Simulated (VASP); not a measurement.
# OsSe (F-43m) in VASP: notebook

OsSe is run at these levels: PBE; tasks: single point.

Program: VASP 6.6.1. These are calculated values, not measurements. Logs are shortened: lines on timing, memory, paths and dates and some standing lists are left out, and cuts for length are marked.

## Step 1: The cell of the first run

Symmetry: F-43m, No. 216, cubic system. Conventional cell: a = 5.406 Å, b = 5.406 Å, c = 5.406 Å, α = 90.00°, β = 90.00°, γ = 90.00°. Within 3.1 Å of Os (site symmetry -43m) lie 4 Se at 2.34 Å. Se (site symmetry -43m) has 4 Os at 2.34 Å within 3.1 Å.

## Step 2: Single point, PBE, collinear spin (19.75 Å³/atom)

File INCAR:

```
SYSTEM = OsSe
PREC = Accurate
ENCUT = 520
EDIFF = 1E-6
ISMEAR = 0
SIGMA = 0.05
LREAL = .FALSE.
LASPH = .TRUE.
NELM = 150
ALGO = Normal
ISIF = 2
LWAVE = .FALSE.
LCHARG = .FALSE.
ISPIN = 2
MAGMOM = 0.05 0
LORBIT = 11
LMAXMIX = 4
GGA = PE
NBANDS = 18
```

File KPOINTS:

```
Automatic mesh
0
G
  10 10 10
  0 0 0
```

File POSCAR:

```
OsSe
1.0
    0.0000000000      2.7031851406      2.7031851406
    2.7031851406      0.0000000000      2.7031851406
    2.7031851406      2.7031851406      0.0000000000
Os Se
1 1
Direct
    0.0000000000      0.0000000000      0.0000000000
    0.2500000000      0.2500000000      0.2500000000
```

Potentials or basis: VASP PAW PBE potentials, release 64 (Os, Se).

On the command line:

```bash
$ cat potpaw_PBE.64/Os/POTCAR potpaw_PBE.64/Se/POTCAR > POTCAR
$ mpirun -np 1 vasp_std > vasp.out
```

OUTCAR:

```text
SYSTEM = OsSe
   PREC = Accurate
   ENCUT = 520
   EDIFF = 1E-6
   ISMEAR = 0
   LREAL = .FALSE.
   LASPH = .TRUE.
   NELM = 150
   ISIF = 2
   ISPIN = 2
   LORBIT = 11
   GGA = PE

 ion  position               nearest neighbor table
   1  0.000  0.000  0.000-   2 2.34   2 2.34   2 2.34   2 2.34
   2  0.250  0.250  0.250-   1 2.34   1 2.34   1 2.34   1 2.34

  LATTYP: Found a face centered cubic cell.
 ALAT       =     5.4063702812

  Lattice vectors:

 A1 = (   0.0000000000,   2.7031851406,   2.7031851406)
 A2 = (   2.7031851406,   0.0000000000,   2.7031851406)
 A3 = (   2.7031851406,   2.7031851406,   0.0000000000)

Analysis of symmetry for initial positions (statically):
=====================================================================
 Subroutine PRICEL returns:
 Original cell was already a primitive cell.

 Routine SETGRP: Setting up the symmetry group for a
 face centered cubic supercell.

 Subroutine GETGRP returns: Found 24 space group operations
 (whereof 24 operations were pure point group operations)
 out of a pool of 48 trial point group operations.

The static configuration has the point symmetry T_d .

Analysis of symmetry for dynamics (positions and initial velocities):
=====================================================================
 Subroutine PRICEL returns:
 Original cell was already a primitive cell.

 Routine SETGRP: Setting up the symmetry group for a
 face centered cubic supercell.

 Subroutine GETGRP returns: Found 24 space group operations
 (whereof 24 operations were pure point group operations)
 out of a pool of 48 trial point group operations.

The dynamic configuration has the point symmetry T_d .

Analysis of structural, dynamic, and magnetic symmetry:
=====================================================================
 Subroutine PRICEL returns:
 Original cell was already a primitive cell.

 Routine SETGRP: Setting up the symmetry group for a
 face centered cubic supercell.

 Subroutine GETGRP returns: Found 24 space group operations
 (whereof 24 operations were pure point group operations)
 out of a pool of 48 trial point group operations.

The overall configuration has the point symmetry T_d .

 Subroutine INISYM returns: Found 24 space group operations
 (whereof 24 operations are pure point group operations),
 and found     1 'primitive' translations

----------------------------------------------------------------------------------------

[... 113 lines left out ...]
  volume/ion in A,a.u.               =      19.75       133.30
  Fermi-wavevector in a.u.,A,eV,Ry     =   1.158506  2.189259 18.260879  1.342137
  Thomas-Fermi vector in A             =   2.295108
   LORBIT       =     11    0 simple, 1 ext, 2 COOP (PROOUT), +10 PAW based schemes
   GGA     = PE    functional components
   LHFCALC =     F    Hartree Fock is set to
   AEXX    =    0.0000 exact exchange contribution
   IVDW    =     0    specifies the selected vdW correction
   LEPSILON=     F    determine dielectric tensor
   LRPA    =     F    only Hartree local field effects (RPA)
 spin polarized calculation
 Gauss-broadening in eV      SIGMA  =   0.05
  energy-cutoff  :      520.00
  volume of cell :       39.51
 maximum number of plane-waves:      1090
   NGX = 15   NGY = 15   NGZ = 15

 number of electron      13.9999999 magnetization       0.0050948

 Free energy of the ion-electron system (eV)
  ---------------------------------------------------
  ext. energy  EPLUGINS =         0.00000000
  ---------------------------------------------------
  free energy    TOTEN  =       -13.32857052 eV

  energy without entropy =      -13.32487739  energy(sigma->0) =      -13.32672396

 E-fermi :   6.0141     XC(G=0): -10.9594

 val. band max:        6.0129983236   @ k =   0.4000   0.4000   0.0000
 cond. band min:       6.0411494148   @ k =  -0.3000   0.4000   0.1000
 fundamental gap:      0.0281510912
 Fermi energy:         6.0140945379

 spin component 1

 k-point     1 :       0.0000    0.0000    0.0000
  band No.  band energies     occupation
      1     -10.0750      1.00000
      2      -0.1848      1.00000
      3      -0.1848      1.00000
      4      -0.1848      1.00000
      5       3.9904      1.00000
      6       3.9904      1.00000
[... 493 lines left out ...]
     17      23.5287      0.00000
     18      23.7921      0.00000

 [... further k-points ...]

 spin component 2

 k-point     1 :       0.0000    0.0000    0.0000
  band No.  band energies     occupation
      1     -10.0745      1.00000
      2      -0.1831      1.00000
      3      -0.1831      1.00000
      4      -0.1831      1.00000
      5       3.9922      1.00000
      6       3.9922      1.00000
[... 493 lines left out ...]
     17      23.5296      0.00000
     18      23.7931      0.00000

 [... further k-points ...]

------------------------ aborting loop because EDIFF is reached ----------------------------------------

  FORCE on cell =-STRESS in cart. coord.  units (eV):
  Direction    XX          YY          ZZ          XY          YZ          ZX
  --------------------------------------------------------------------------------------
  -------------------------------------------------------------------------------------
  Total        2.5076302      2.5076302      2.5076302      0.0000000     -0.0000000      0.0000000
  in kB      101.6990049    101.6990049    101.6990049      0.0000000     -0.0000000      0.0000000
  external PRESSURE =     101.6990049 kB  Pullay stress =       0.0000000 kB

 VOLUME and BASIS-vectors are now :
 -----------------------------------------------------------------------------
  energy-cutoff  :      520.00
  volume of cell :       39.51
      direct lattice vectors                 reciprocal lattice vectors
     0.000000000  2.703185141  2.703185141    -0.184966983  0.184966983  0.184966983
     2.703185141  0.000000000  2.703185141     0.184966983 -0.184966983  0.184966983
     2.703185141  2.703185141  0.000000000     0.184966983  0.184966983 -0.184966983

 POSITION                                       TOTAL-FORCE (eV/Angst)
 -----------------------------------------------------------------------------------
      0.00000      0.00000      0.00000         0.000000     -0.000000      0.000000
      1.35159      1.35159      1.35159        -0.000000      0.000000     -0.000000
 -----------------------------------------------------------------------------------
    total drift:                                0.000000      0.000000      0.000000

  FREE ENERGIE OF THE ION-ELECTRON SYSTEM (eV)
  ---------------------------------------------------
  free  energy   TOTEN  =       -13.3285705230 eV

  energy  without entropy=      -13.3248773942  energy(sigma->0) =      -13.32672396

 total charge

# of ion       s       p       d       tot
------------------------------------------
    1        0.620   0.510   6.312   7.442
    2        1.419   2.362   0.221   4.002
--------------------------------------------------
tot          2.040   2.872   6.532  11.444

 magnetization (x)

# of ion       s       p       d       tot
------------------------------------------
    1        0.000   0.000   0.004   0.004
    2        0.000  -0.000   0.000   0.000
--------------------------------------------------
tot          0.000   0.000   0.004   0.004
```

OSZICAR:

```text
N       E                     dE             d eps       ncg     rms          rms(c)
DAV:   1     0.735835885540E+02    0.73584E+02   -0.57603E+03  3456   0.659E+02
DAV:   2    -0.933445613750E+01   -0.82918E+02   -0.69874E+02  3622   0.184E+02
DAV:   3    -0.135706105461E+02   -0.42362E+01   -0.41752E+01  4444   0.395E+01
DAV:   4    -0.135909732380E+02   -0.20363E-01   -0.20351E-01  3904   0.305E+00
DAV:   5    -0.135910564621E+02   -0.83224E-04   -0.83220E-04  4270   0.205E-01    0.162E+01
DAV:   6    -0.133817947272E+02    0.20926E+00   -0.36921E-01  4622   0.424E+00    0.802E+00
DAV:   7    -0.133368660083E+02    0.44929E-01   -0.44803E-02  3688   0.162E+00    0.373E+00
DAV:   8    -0.133284645446E+02    0.84015E-02   -0.10753E-02  3888   0.637E-01    0.320E-01
DAV:   9    -0.133285270956E+02   -0.62551E-04   -0.46029E-04  3774   0.129E-01    0.187E-01
DAV:  10    -0.133285665100E+02   -0.39414E-04   -0.38607E-05  3844   0.371E-02    0.708E-02
DAV:  11    -0.133285688905E+02   -0.23805E-05   -0.25880E-06  4122   0.992E-03    0.150E-02
DAV:  12    -0.133285702141E+02   -0.13236E-05   -0.13137E-06  3356   0.703E-03    0.448E-03
DAV:  13    -0.133285705230E+02   -0.30883E-06   -0.32553E-07  2780   0.361E-03
   1 F= -.13328571E+02 E0= -.13326724E+02  d E =-.369313E-02  mag=     0.0043
```

Run time: 86 s. Hardware: 1 thread of AMD EPYC 7R13, shared host; peak memory 0.18 GiB.

Results:

```yaml
Free_energy: -13.3286 eV
Pressure: 10.2 GPa
Band_gap_on_the_k_mesh: zero (filled and empty bands overlap)
Net_moment: 0.01 μB per cell
Valence_electrons_inside_the_program's_atomic_spheres: Os 7.44; Se 4.00
```

Caveat: the cell stands under pressure; spin-orbit coupling is left out, which moves the levels of the heavy elements.

## Step 3: Single point, PBE, collinear spin (20.07 Å³/atom)

This run uses another cell than the first one, of 20.07 Å³/atom.

File INCAR:

```
  ALGO = Normal
  EDIFF = 1E-7
  ENCUT = 520
  GGA = PE
  ISIF = 2
  ISMEAR = 0
  ISPIN = 2
  LASPH = T
  LCHARG = T
  LELF = T
  LMAXMIX = 4
  LORBIT = 11
  LREAL = F
  LVHAR = T
  LWAVE = F
  MAGMOM = 0.05 0
  NBANDS = 18
  NELM = 150
  PREC = Accurate
  SIGMA = 0.05
```

File KPOINTS:

```
k-points
0
Gamma
  10 10 10
```

File POSCAR:

```
OsSe
1.0
    0.0000000000      2.7174126929      2.7174126929
    2.7174126929      0.0000000000      2.7174126929
    2.7174126929      2.7174126929      0.0000000000
Os Se
1 1
Direct
    0.0000000000      0.0000000000      0.0000000000
    0.2500000000      0.2500000000      0.2500000000
```

Potentials or basis: VASP PAW PBE potentials, release 64 (Os, Se).

On the command line:

```bash
$ cat potpaw_PBE.64/Os/POTCAR potpaw_PBE.64/Se/POTCAR > POTCAR
$ mpirun -np 1 vasp_std > vasp.out
```

OUTCAR:

```text
EDIFF = 1E-7
   ENCUT = 520
   GGA = PE
   ISIF = 2
   ISMEAR = 0
   ISPIN = 2
   LASPH = T
   LORBIT = 11
   LREAL = F
   NELM = 150
   PREC = Accurate

 ion  position               nearest neighbor table
   1  0.000  0.000  0.000-   2 2.35   2 2.35   2 2.35   2 2.35
   2  0.250  0.250  0.250-   1 2.35   1 2.35   1 2.35   1 2.35

  LATTYP: Found a face centered cubic cell.
 ALAT       =     5.4348253858

[... 1225 lines left out ...]
  in kB       72.5448156     72.5448156     72.5448156      0.0000000     -0.0000000      0.0000000
  external PRESSURE =      72.5448156 kB  Pullay stress =       0.0000000 kB

 VOLUME and BASIS-vectors are now :
 -----------------------------------------------------------------------------
  energy-cutoff  :      520.00
  volume of cell :       40.13
      direct lattice vectors                 reciprocal lattice vectors
     0.000000000  2.717412693  2.717412693    -0.183998552  0.183998552  0.183998552
     2.717412693  0.000000000  2.717412693     0.183998552 -0.183998552  0.183998552
     2.717412693  2.717412693  0.000000000     0.183998552  0.183998552 -0.183998552

 POSITION                                       TOTAL-FORCE (eV/Angst)
 -----------------------------------------------------------------------------------
      0.00000      0.00000      0.00000        -0.000000     -0.000000     -0.000000
      1.35871      1.35871      1.35871         0.000000      0.000000      0.000000
 -----------------------------------------------------------------------------------
    total drift:                                0.000000      0.000000      0.000000

  FREE ENERGIE OF THE ION-ELECTRON SYSTEM (eV)
  ---------------------------------------------------
  free  energy   TOTEN  =       -13.3627076424 eV

  energy  without entropy=      -13.3589807608  energy(sigma->0) =      -13.36084420

 total charge

# of ion       s       p       d       tot
------------------------------------------
    1        0.611   0.496   6.290   7.397
    2        1.419   2.349   0.212   3.981
--------------------------------------------------
tot          2.031   2.846   6.502  11.379

 magnetization (x)

# of ion       s       p       d       tot
------------------------------------------
    1        0.000   0.000   0.003   0.003
    2        0.000  -0.000   0.000   0.000
--------------------------------------------------
tot          0.000   0.000   0.003   0.003
```

OSZICAR:

```text
N       E                     dE             d eps       ncg     rms          rms(c)
DAV:   1     0.730040932404E+02    0.73004E+02   -0.56609E+03  3456   0.652E+02
DAV:   2    -0.938221038947E+01   -0.82386E+02   -0.69620E+02  3580   0.185E+02
DAV:   3    -0.136043604927E+02   -0.42222E+01   -0.41544E+01  4426   0.395E+01
DAV:   4    -0.136252315583E+02   -0.20871E-01   -0.20858E-01  3960   0.309E+00
DAV:   5    -0.136253174029E+02   -0.85845E-04   -0.85840E-04  4294   0.208E-01    0.157E+01
DAV:   6    -0.134146386237E+02    0.21068E+00   -0.39133E-01  4616   0.435E+00    0.769E+00
DAV:   7    -0.133714873265E+02    0.43151E-01   -0.47366E-02  3708   0.166E+00    0.373E+00
DAV:   8    -0.133626047975E+02    0.88825E-02   -0.11925E-02  3928   0.672E-01    0.323E-01
DAV:   9    -0.133626618270E+02   -0.57029E-04   -0.53621E-04  3754   0.137E-01    0.188E-01
DAV:  10    -0.133627034537E+02   -0.41627E-04   -0.43312E-05  3850   0.401E-02    0.685E-02
DAV:  11    -0.133627057477E+02   -0.22940E-05   -0.29260E-06  4084   0.103E-02    0.150E-02
DAV:  12    -0.133627069201E+02   -0.11723E-05   -0.18138E-06  3686   0.818E-03    0.425E-03
DAV:  13    -0.133627072298E+02   -0.30975E-06   -0.35919E-07  3804   0.334E-03    0.272E-03
DAV:  14    -0.133627073776E+02   -0.14783E-06   -0.15723E-07  3490   0.209E-03    0.188E-03
DAV:  15    -0.133627075726E+02   -0.19495E-06   -0.14250E-07  2820   0.201E-03    0.132E-03
DAV:  16    -0.133627076424E+02   -0.69821E-07   -0.57092E-08  1842   0.138E-03
   1 F= -.13362708E+02 E0= -.13360844E+02  d E =-.372688E-02  mag=     0.0040
```

stdout:

```text
POSCAR found type information on POSCAR OsSe
 POSCAR found :  2 types and       2 ions
 scaLAPACK will be used
 LDA part: xc-table for (Slater+PW92), standard interpolation
 POSCAR, INCAR and KPOINTS ok, starting setup
 FFT: planning ... GRIDC
 FFT: planning ... GRID_SOFT
 FFT: planning ... GRID
 WAVECAR not read
 entering main loop
```

It took 2.2 min on 1 thread of AMD EPYC 7R13, shared host; peak memory 0.19 GiB.

What came out:

* Free energy: -13.3627 eV
* Pressure: 7.3 GPa
* Band gap on the k mesh: zero (filled and empty bands overlap)
* Net moment: 0.00 μB per cell
* Valence electrons inside the program's atomic spheres: Os 7.40; Se 3.98

Caveat: the cell stands under pressure; spin-orbit coupling is left out, which moves the levels of the heavy elements.

## Step 4: Single point, PBE, collinear spin (20.48 Å³/atom)

This run uses another cell than the first one, of 20.48 Å³/atom.

File INCAR:

```
PREC = Accurate
ENCUT = 520
EDIFF = 1E-7
ISMEAR = 0
SIGMA = 0.05
LREAL = False
LASPH = True
NELM = 150
ALGO = Normal
ISIF = 2
LWAVE = False
LCHARG = False
ISPIN = 2
MAGMOM = 0.05 0
LORBIT = 11
LMAXMIX = 4
GGA = PE
NBANDS = 18
```

File KPOINTS:

```
Automatic mesh
0
Gamma
  10 10 10
```

File POSCAR:

```
OsSe
1.0
    0.0000000000      2.7361540623      2.7361540623
    2.7361540623      0.0000000000      2.7361540623
    2.7361540623      2.7361540623      0.0000000000
Os Se
1 1
Direct
    0.0000000000      0.0000000000      0.0000000000
    0.2500000000      0.2500000000      0.2500000000
```

On the command line:

```bash
$ cat potpaw_PBE.64/Os/POTCAR potpaw_PBE.64/Se/POTCAR > POTCAR
$ mpirun -np 1 vasp_std > vasp.out
```

Run time: 2 min. Hardware: 1 thread of AMD EPYC 7R13, shared host; peak memory 0.19 GiB.

The run converged. Its results:

```
Free energy                                           : -13.3914 eV
Pressure                                              : 3.8 GPa
Band gap on the k mesh                                : zero (filled and empty bands overlap)
Net moment                                            : 0.00 μB per cell
Valence electrons inside the program's atomic spheres : Os 7.34; Se 3.96
```

Levels at points of the mesh, in eV from the Fermi level:
Spin up:
```
           k point  band 4  band 5  band 6  band 7  band 8  band 9  band 10  band 11
(0.00, 0.00, 0.00)   -5.98   -1.90   -1.90    0.92    4.00    4.00     4.00     7.15
(0.50, 0.00, 0.00)   -5.55   -1.58   -1.58   -1.45    1.61    1.61     3.29     8.76
(0.50, 0.50, 0.00)   -4.69   -2.58   -1.58   -1.14   -0.40   -0.40     5.86     6.66
```
Spin down:
```csv
k point,band 4,band 5,band 6,band 7,band 8,band 9,band 10,band 11
"(0.00, 0.00, 0.00)",-5.98,-1.90,-1.90,0.92,4.00,4.00,4.00,7.15
"(0.50, 0.00, 0.00)",-5.55,-1.58,-1.58,-1.45,1.61,1.61,3.29,8.76
"(0.50, 0.50, 0.00)",-4.68,-2.58,-1.58,-1.14,-0.40,-0.40,5.86,6.67
```

Caveat: the cell stands under pressure; spin-orbit coupling is left out, which moves the levels of the heavy elements.

## Step 5: Single point, PBE, collinear spin (20.90 Å³/atom)

This run uses another cell than the first one, of 20.90 Å³/atom.

File INCAR:

```
SYSTEM = OsSe
PREC     = Accurate       ! precision mode
ENCUT    = 520            ! plane-wave cutoff, eV
EDIFF    = 1E-6           ! SCF threshold, eV
ISMEAR   = 0              ! smearing method
SIGMA    = 0.05           ! smearing width, eV
LREAL    = .FALSE.        ! projectors in reciprocal space
LASPH    = .TRUE.         ! aspherical terms in the spheres
NELM     = 150            ! most SCF steps
ALGO     = Normal         ! electronic algorithm
ISIF     = 2              ! what is computed and relaxed
LWAVE    = .FALSE.        ! write WAVECAR
LCHARG   = .TRUE.         ! write CHGCAR
ISPIN    = 2              ! spin polarisation
MAGMOM   = 0.05 0         ! initial moments
LORBIT   = 11             ! projections on sites
LMAXMIX  = 4              ! l up to which the mixer works
GGA      = PE             ! functional
LELF     = .TRUE.         ! ELF
LVHAR    = .TRUE.       
NBANDS   = 18             ! bands
```

File KPOINTS:

```
Automatic mesh
0
G
  10 10 10
  0 0 0
```

File POSCAR:

```
OsSe
1.0
    0.0000000000      2.7546421506      2.7546421506
    2.7546421506      0.0000000000      2.7546421506
    2.7546421506      2.7546421506      0.0000000000
Os Se
1 1
Direct
    0.0000000000      0.0000000000      0.0000000000
    0.2500000000      0.2500000000      0.2500000000
```

On the command line:

```bash
$ cat potpaw_PBE.64/Os/POTCAR potpaw_PBE.64/Se/POTCAR > POTCAR
$ mpirun -np 1 vasp_std > vasp.out
```

Wall time 93 s (1 thread of AMD EPYC 7R13, shared host); peak memory 0.19 GiB.

Results (log left out):

```yaml
Free_energy: -13.4030 eV
Pressure: 0.7 GPa
Band_gap_on_the_k_mesh: zero (filled and empty bands overlap)
Net_moment: 0.01 μB per cell
Valence_electrons_inside_the_program's_atomic_spheres: Os 7.29; Se 3.93
```

Levels at points of the mesh, in eV from the Fermi level:
Spin up:
| k point | band 3 | band 4 | band 5 | band 6 | band 7 | band 8 | band 9 | band 10 | band 11 | band 12 |
| --- | --- | --- | --- | --- | --- | --- | --- | --- | --- | --- |
| (0.00, 0.00, 0.00) | -5.86 | -5.86 | -1.84 | -1.84 | 0.86 | 3.89 | 3.89 | 3.89 | 7.08 | 7.08 |
| (0.50, 0.00, 0.00) | -5.44 | -5.44 | -1.53 | -1.53 | -1.41 | 1.58 | 1.58 | 3.24 | 8.64 | 8.77 |
| (0.50, 0.50, 0.00) | -4.62 | -4.62 | -2.49 | -1.54 | -1.10 | -0.38 | -0.38 | 5.73 | 6.56 | 10.40 |
Spin down:
```csv
k point,band 4,band 5,band 6,band 7,band 8,band 9,band 10,band 11
"(0.00, 0.00, 0.00)",-5.86,-1.84,-1.84,0.86,3.90,3.90,3.90,7.08
"(0.50, 0.00, 0.00)",-5.44,-1.53,-1.53,-1.41,1.58,1.58,3.24,8.64
"(0.50, 0.50, 0.00)",-4.62,-2.48,-1.54,-1.10,-0.38,-0.38,5.74,6.56
```

Caveat: spin-orbit coupling is left out, which moves the levels of the heavy elements.

## Step 6: Summary

| cell | gap on the mesh (eV) | pressure (GPa) | moment (μB) |
| --- | --- | --- | --- |
| a = 3.823 Å, angles 60.0°, 2 atoms | none | 10.2 | 0.01 |
| a = 3.843 Å, angles 60.0°, 2 atoms | none | 7.3 | 0.00 |
| a = 3.870 Å, angles 60.0°, 2 atoms | none | 3.8 | 0.00 |
| a = 3.896 Å, angles 60.0°, 2 atoms | none | 0.7 | 0.01 |

Alike in all rows: task single point; level PBE; potentials or basis VASP PAW PBE potentials, release 64 (Os, Se); spin collinear; k mesh 10 × 10 × 10; cutoff (eV) 520; smearing gaussian 0.05 eV.

Caveats: spin-orbit coupling is left out, which moves the levels of the heavy elements; the cell stands under pressure (at least some runs).

Absolute energies hang on the potentials; compare differences alone.

The gap in the log of VASP goes by the Fermi energy; the results here count the filled bands.